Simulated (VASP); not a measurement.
# I (Cmce) in VASP: settings compared, part 2 of 2

VASP 6.6.1.

### Step 3. Relaxation of cell and atoms, PBEsol+D4

Contents of INCAR:

```
  PREC = Accurate
  ENCUT = 600
  EDIFF = 1E-6
  ISMEAR = -1
  SIGMA = 0.05
  LREAL = False
  LASPH = True
  NELM = 80
  ALGO = Normal
  ISIF = 3
  LWAVE = False
  LCHARG = False
  GGA = PS
  IVDW = 13
  IBRION = 2
  NSW = 60
  EDIFFG = -0.01
```

Contents of KPOINTS:

```
regular mesh
0
Gamma
  7 7 3
```

Contents of POSCAR:

```
I
1.0
    3.6350350000     -2.3950200000      0.0000000000
    3.6350350000      2.3950200000      0.0000000000
    0.0000000000      0.0000000000      9.7934400000
I
4
Direct
    0.6493000000      0.3507000000      0.3844000000
    0.1493000000      0.8507000000      0.1156000000
    0.3507000000      0.6493000000      0.6156000000
    0.8507000000      0.1493000000      0.8844000000
```

Potentials or basis: VASP PAW PBE potentials, release 64 (I).

Command:

```bash
$ cat potpaw_PBE.64/I/POTCAR > POTCAR
$ mpirun -np 1 vasp_std > vasp.out
```

OUTCAR:

```text
PREC = Accurate
   ENCUT = 600
   EDIFF = 1E-6
   ISMEAR = -1
   LREAL = False
   LASPH = True
   NELM = 80
   ISIF = 3
   GGA = PS
   IVDW = 13
   IBRION = 2
   NSW = 60
   EDIFFG = -0.01

 ion  position               nearest neighbor table
   1  0.649  0.351  0.384-   3 2.68   2 3.56   2 3.56
   2  0.149  0.851  0.116-   4 2.68   1 3.56   1 3.56
   3  0.351  0.649  0.616-   1 2.68   4 3.56   4 3.56
   4  0.851  0.149  0.884-   2 2.68   3 3.56   3 3.56

  LATTYP: Found a base centered orthorhombic cell.
 ALAT       =     4.7900400000
 B/A-ratio  =     1.5177472422
 C/A-ratio  =     2.0445424255

  Lattice vectors:

 A1 = (  -3.6350350000,  -2.3950200000,   0.0000000000)
 A2 = (   3.6350350000,  -2.3950200000,   0.0000000000)
 A3 = (   0.0000000000,   0.0000000000,   9.7934400000)

Analysis of symmetry for initial positions (statically):
=====================================================================
 Subroutine PRICEL returns:
 Original cell was already a primitive cell.

 Routine SETGRP: Setting up the symmetry group for a
 base centered orthorhombic supercell.

 Subroutine GETGRP returns: Found  8 space group operations
 (whereof  4 operations were pure point group operations)
 out of a pool of  8 trial point group operations.

The static configuration has the point symmetry C_2h.
[... 164 lines left out ...]
  ---------------------------------------------------
  free energy    TOTEN  =        -6.82947311 eV

  energy without entropy =       -6.82947245  energy(sigma->0) =       -6.82947278

------------------------ aborting loop because EDIFF is reached ----------------------------------------

  DFT-D4 for vdW energy calculation

  Edisp (eV):   -0.78228
[... 111 lines left out ...]
  FREE ENERGIE OF THE ION-ELECTRON SYSTEM (eV)
  ---------------------------------------------------
  free  energy   TOTEN  =        -7.7777079158 eV

  energy  without entropy=       -7.7776473398  energy(sigma->0) =       -7.77767763

[... ionic steps 4 to 24 ...]

--------------------------------------- Ionic step       25  -------------------------------------------

 number of electron      27.9999999 magnetization

------------------------ aborting loop because EDIFF is reached ----------------------------------------
[... 79 lines left out ...]
--------------------------------------- Ionic step       27  -------------------------------------------

 number of electron      27.9999999 magnetization

 Free energy of the ion-electron system (eV)
  ---------------------------------------------------
  ext. energy  EPLUGINS =         0.00000000
  ---------------------------------------------------
  free energy    TOTEN  =        -6.99662431 eV

  energy without entropy =       -6.99658281  energy(sigma->0) =       -6.99660356

 E-fermi :   4.3696     XC(G=0):  -8.8830

 val. band max:        4.0198142769   @ k =   0.0000   0.0000   0.0000
 cond. band min:       4.7451461695   @ k =  -0.4286   0.4286   0.0000
 fundamental gap:      0.7253318926
 Fermi energy:         4.3696418104

 k-point     1 :       0.0000    0.0000    0.0000
  band No.  band energies     occupation
      1     -10.0400      2.00000
      2      -9.0930      2.00000
      3      -8.4768      2.00000
      4      -6.7747      2.00000
      5      -1.0036      2.00000
      6       0.8967      2.00000
[... 481 lines left out ...]
      5      -0.9824      2.00000
      6      -0.8071      2.00000
[... 10 lines left out ...]
     17       9.3911      0.00000
     18       9.8374      0.00000

 [... further k-points ...]

------------------------ aborting loop because EDIFF is reached ----------------------------------------

  DFT-D4 for vdW energy calculation

  Edisp (eV):   -0.89506
[... 27 lines left out ...]
  FREE ENERGIE OF THE ION-ELECTRON SYSTEM (eV)
  ---------------------------------------------------
  free  energy   TOTEN  =        -7.8916824100 eV

  energy  without entropy=       -7.8916409061  energy(sigma->0) =       -7.89166166

 reached required accuracy - stopping structural energy minimisation
```

OSZICAR:

```text
N       E                     dE             d eps       ncg     rms          rms(c)
DAV:   1     0.173220995655E+03    0.17322E+03   -0.11199E+04  1152   0.138E+03
DAV:   2     0.650109938483E+01   -0.16672E+03   -0.16406E+03  1654   0.188E+02
DAV:   3    -0.679047860575E+01   -0.13292E+02   -0.13263E+02  1386   0.625E+01
[... 208 lines left out ...]
DAV:   1    -0.699678299497E+01   -0.91803E-03   -0.97888E-03  1176   0.472E-01    0.782E-02
DAV:   2    -0.699667166373E+01    0.11133E-03   -0.28700E-04  1176   0.104E-01    0.357E-02
DAV:   3    -0.699662602786E+01    0.45636E-04   -0.93699E-05  1244   0.455E-02    0.203E-02
DAV:   4    -0.699662482272E+01    0.12051E-05   -0.38456E-06  1170   0.110E-02    0.211E-02
DAV:   5    -0.699662431028E+01    0.51244E-06   -0.52722E-07   592   0.457E-03
  27 F= -.78916824E+01 E0= -.78916617E+01  d E =-.350139E-03
```

Wall time 8.9 min (1 thread of Intel Xeon 6975P-C (Granite Rapids), shared host); peak memory 0.37 GiB.

Results:

```
Free energy                           : -7.8917 eV
Relaxed volume                        : 36.92 Å³/atom
Relaxed cell                          : a = 4.176 Å, b = 4.176 Å, c = 9.558 Å, α = 90.00°, β = 90.00°, γ = 62.39°
Space group after relaxing (to 0.1 Å) : Cmce (No. 64)
Energy gained by relaxing             : 70.0 meV/atom
Ionic steps                           : 27
Pressure after relaxing               : 0.0 GPa
Largest force after relaxing          : 0.003 eV/Å
Band gap on the k mesh                : 0.73 eV (least direct gap 1.08 eV)
Dispersion energy per atom            : -0.224 eV
```

Forces in eV/Å, atoms in the order of the input:
```
I    0.000 -0.003  0.001
I    0.000 -0.003 -0.001
I    0.000  0.003 -0.001
I    0.000  0.003  0.001
```

Step by step:
| step | energy change (eV) | largest force (eV/Å) | pressure (GPa) | volume (Å³) |
| --- | --- | --- | --- | --- |
| 1 | 0.0000 | 0.7619 | -0.62 | 170.52 |
| 2 | -0.1054 | 0.3083 | -1.31 | 166.50 |
| 3 | -0.1660 | 0.3785 | -1.91 | 157.87 |
| 4 | -0.2069 | 0.4378 | -0.96 | 152.19 |
| 5 | -0.2101 | 0.4707 | -0.62 | 150.47 |
| 6 | -0.2295 | 0.3602 | -0.41 | 150.24 |
| 7 | -0.2486 | 0.1915 | 0.30 | 149.61 |
| 8 | -0.2491 | 0.1756 | 0.17 | 149.71 |
| 9 | -0.2536 | 0.1490 | 0.02 | 150.09 |
| 10 | -0.2588 | 0.0800 | -0.42 | 151.22 |
| 11 | -0.2624 | 0.0983 | -0.32 | 150.69 |
| 12 | -0.2672 | 0.1682 | -0.07 | 149.45 |
| 13 | -0.2677 | 0.2056 | 0.05 | 148.89 |
| 14 | -0.2726 | 0.1533 | -0.01 | 148.48 |
| 15 | -0.2778 | 0.0463 | -0.12 | 147.45 |
| 16 | -0.2789 | 0.0429 | 0.13 | 146.75 |
| 17 | -0.2789 | 0.0428 | 0.12 | 146.79 |
| 18 | -0.2795 | 0.0071 | 0.07 | 147.08 |
| 19 | -0.2796 | 0.0233 | 0.02 | 147.26 |
| 20 | -0.2796 | 0.0204 | 0.01 | 147.24 |
| 21 | -0.2796 | 0.0094 | 0.03 | 147.15 |
| 22 | -0.2796 | 0.0176 | 0.02 | 147.22 |
| 23 | -0.2798 | 0.0126 | 0.02 | 147.37 |
| 24 | -0.2799 | 0.0045 | -0.01 | 147.82 |
| 25 | -0.2799 | 0.0035 | -0.02 | 147.78 |
| 26 | -0.2799 | 0.0060 | -0.03 | 147.57 |
| 27 | -0.2799 | 0.0034 | 0.00 | 147.70 |

Final structure:
```
I
1.0
     3.57216   -2.16306    0.00000
     3.57216    2.16306    0.00000
     0.00000    0.00000    9.55764
I
4
Direct
  0.67803 0.32197 0.37702
  0.17803 0.82197 0.12298
  0.32197 0.67803 0.62298
  0.82197 0.17803 0.87702
```

Caveat: the PAW data sets were made with another functional, which shifts forces and pressure a little; spin-orbit coupling is left out, which moves the levels of the heavy elements.

### Step 4. Single point, PBE (41.78 Å³/atom)

This run uses another cell than the first one, of 41.78 Å³/atom.

Contents of INCAR:

```
ALGO = Normal
EDIFF = 1E-6
ENCUT = 520
GGA = PE
ISIF = 2
ISMEAR = -1
LASPH = True
LCHARG = False
LREAL = False
LWAVE = False
NBANDS = 22
NELM = 60
PREC = Accurate
SIGMA = 0.05
```

Contents of KPOINTS:

```
k-points
0
Gamma
  7 7 3
```

Contents of POSCAR:

```
I
1.0
    3.6106380569     -2.3789455559      0.0000000000
    3.6106380569      2.3789455559      0.0000000000
    0.0000000000      0.0000000000      9.7277102343
I
4
Direct
    0.6493000000      0.3507000000      0.3844000000
    0.1493000000      0.8507000000      0.1156000000
    0.3507000000      0.6493000000      0.6156000000
    0.8507000000      0.1493000000      0.8844000000
```

Command:

```bash
$ cat potpaw_PBE.64/I/POTCAR > POTCAR
$ mpirun -np 1 vasp_std > vasp.out
```

It took 62 s on 1 thread of Intel Xeon Platinum 8259CL at 2.50GHz (Skylake/Cascade Lake), shared host; peak memory 0.29 GiB.

Results (log left out):

* Free energy: -5.8453 eV
* Pressure: 2.3 GPa
* Largest force: 1.031 eV/Å
* Band gap on the k mesh: 1.38 eV (least direct gap 1.47 eV)

Forces on the atoms (eV/Å):
```
I    0.000 -0.506 -0.898
I    0.000 -0.506  0.898
I    0.000  0.506  0.898
I    0.000  0.506 -0.898
```

Stress tensor (GPa, compression positive):
```
1.39 0.00 0.00
0.00 1.87 0.00
0.00 0.00 3.78
```

Levels at points of the mesh, in eV from the valence-band top:
```
           k point  band 11  band 12  band 13  band 14  band 15  band 16  band 17  band 18
(0.00, 0.00, 0.00)    -1.14    -0.55    -0.06     0.00     1.47     2.32     5.23     5.32
```

Caveat: this functional lacks dispersion, which holds the molecules together, so the pressure and a relaxed volume are unreliable; spin-orbit coupling is left out, which moves the levels of the heavy elements; forces of over 1 eV/Å act on the atoms, so gaps and moduli don't describe the material at rest. A k mesh can miss the band edges.

### Step 5. Single point, PBE

Contents of INCAR:

```
SYSTEM = I
ALGO = Normal ; EDIFF = 1E-7
ENCUT = 520 ; GGA = PE
ISIF = 2 ; ISMEAR = -1
LASPH = .TRUE. ; LCHARG = .TRUE.
LELF = .TRUE. ; LREAL = .FALSE.
LVHAR = .TRUE. ; LWAVE = .FALSE.
NBANDS = 22 ; NELM = 60
PREC = Accurate ; SIGMA = 0.05
```

Contents of KPOINTS:

```
k-points
0
G
  7 7 3
  0 0 0
```

Contents of POSCAR:

```
I
1.0
    3.6350350000     -2.3950200000      0.0000000000
    3.6350350000      2.3950200000      0.0000000000
    0.0000000000      0.0000000000      9.7934400000
I
4
Direct
    0.6493000000      0.3507000000      0.3844000000
    0.1493000000      0.8507000000      0.1156000000
    0.3507000000      0.6493000000      0.6156000000
    0.8507000000      0.1493000000      0.8844000000
```

Command:

```bash
$ cat potpaw_PBE.64/I/POTCAR > POTCAR
$ mpirun -np 1 vasp_std > vasp.out
```

Run time: 81 s. Hardware: 1 thread of Intel Xeon Platinum 8259CL at 2.50GHz (Skylake/Cascade Lake), shared host; peak memory 0.3 GiB.

The run converged. Its results:

```yaml
Free_energy: -5.8888 eV
Pressure: 1.7 GPa
Largest_force: 0.844 eV/Å
Band_gap_on_the_k_mesh: 1.33 eV (least direct gap 1.41 eV)
```

Forces on the atoms (eV/Å):
```
I    0.000 -0.394 -0.746
I    0.000 -0.394  0.746
I    0.000  0.394  0.746
I    0.000  0.394 -0.746
```

Stress tensor (GPa, compression positive):
```
1.25 0.00 0.00
0.00 1.31 0.00
0.00 0.00 2.68
```

Levels at points of the mesh, in eV from the valence-band top:
```tsv
k point	band 11	band 12	band 13	band 14	band 15	band 16	band 17	band 18
(0.00, 0.00, 0.00)	-1.11	-0.53	-0.07	0.00	1.41	2.25	5.29	5.31
```

Caveat: this functional lacks dispersion, which holds the molecules together, so the pressure and a relaxed volume are unreliable; spin-orbit coupling is left out, which moves the levels of the heavy elements. Expect the measured gap to be larger: semilocal functionals such as PBE lack the derivative discontinuity.

### Step 6. Single point, PBE (43.48 Å³/atom)

This run uses another cell than the first one, of 43.48 Å³/atom.

Contents of INCAR:

```
SYSTEM = I
PREC = Accurate
ENCUT = 520
EDIFF = 1E-6
ISMEAR = -1
SIGMA = 0.05
LREAL = .FALSE.
LASPH = .TRUE.
NELM = 100
ALGO = Normal
ISIF = 2
LWAVE = .FALSE.
LCHARG = .FALSE.
GGA = PE
NBANDS = 22
```

Contents of KPOINTS:

```
regular mesh
0
G
  7 7 3
  0 0 0
```

Contents of POSCAR:

```
I
1.0
    3.6591087810     -2.4108815219      0.0000000000
    3.6591087810      2.4108815219      0.0000000000
    0.0000000000      0.0000000000      9.8582991087
I
4
Direct
    0.6493000000      0.3507000000      0.3844000000
    0.1493000000      0.8507000000      0.1156000000
    0.3507000000      0.6493000000      0.6156000000
    0.8507000000      0.1493000000      0.8844000000
```

Potentials or basis: VASP PAW PBE potentials, release 64 (I).

Command:

```bash
$ cat potpaw_PBE.64/I/POTCAR > POTCAR
$ mpirun -np 1 vasp_std > vasp.out
```

Wall time 88 s (1 thread of Intel Xeon Platinum 8259CL at 2.50GHz (Skylake/Cascade Lake), shared host); peak memory 0.34 GiB.

The run converged. Its results:

| Quantity | Value |
| --- | --- |
| Free energy | -5.9202 eV |
| Pressure | 1.2 GPa |
| Largest force | 0.672 eV/Å |
| Band gap on the k mesh | 1.29 eV (least direct gap 1.36 eV) |

Forces in eV/Å, atoms in the order of the input:
```
I    0.000 -0.290 -0.606
I    0.000 -0.290  0.606
I    0.000  0.290  0.606
I    0.000  0.290 -0.606
```

Stress tensor (GPa, compression positive):
```
1.11 0.00 0.00
0.00 0.81 0.00
0.00 0.00 1.70
```

Levels at points of the mesh, in eV from the valence-band top:
```
           k point  band 10  band 11  band 12  band 13  band 14  band 15  band 16  band 17  band 18  band 19
(0.00, 0.00, 0.00)    -1.11    -1.08    -0.52    -0.07     0.00     1.36     2.19     5.30     5.34     5.50
```

Caveat: this functional lacks dispersion, which holds the molecules together, so the pressure and a relaxed volume are unreliable; spin-orbit coupling is left out, which moves the levels of the heavy elements.

### Step 7. Summary

| task | level | cell | cutoff (eV) | gap on the mesh (eV) | pressure (GPa) | relaxed volume (Å³/atom) | largest force (eV/Å) |
| --- | --- | --- | --- | --- | --- | --- | --- |
| relaxation of cell and atoms | PBEsol+D3(BJ) | relaxed from a = 4.353, b = 4.353, c = 9.793 Å, angles 90.0, 90.0, 66.8°, 4 atoms | 600 | 0.70 | 0.0 | 35.76 | 0.01 |
| relaxation of cell and atoms | PBEsol+D4 | relaxed from a = 4.353, b = 4.353, c = 9.793 Å, angles 90.0, 90.0, 66.8°, 4 atoms | 600 | 0.73 | 0.0 | 36.92 | - |
| single point | PBE | a = 4.324, b = 4.324, c = 9.728 Å, angles 90.0, 90.0, 66.8°, 4 atoms | 520 | 1.38 | 2.3 | - | 1.03 |
| single point | PBE | a = 4.353, b = 4.353, c = 9.793 Å, angles 90.0, 90.0, 66.8°, 4 atoms | 520 | 1.33 | 1.7 | - | 0.84 |
| single point | PBE | a = 4.382, b = 4.382, c = 9.858 Å, angles 90.0, 90.0, 66.8°, 4 atoms | 520 | 1.29 | 1.2 | - | 0.67 |

Alike in all rows: potentials or basis VASP PAW PBE potentials, release 64 (I); no spin polarisation; k mesh 7 × 7 × 3; smearing fermi-dirac 0.05 eV.

Caveats: spin-orbit coupling is left out, which moves the levels of the heavy elements; this functional lacks dispersion, which holds the molecules together, so the pressure and a relaxed volume are unreliable (at least some runs); the PAW data sets were made with another functional, which shifts forces and pressure a little (at least some runs); the volume moved by over 15 % at a fixed basis, so the end points are rough (at least some runs); forces of over 1 eV/Å act on the atoms, so gaps and moduli don't describe the material at rest (at least some runs).

Total energies depend on the potentials used, so only differences within one code and one set of settings carry meaning.
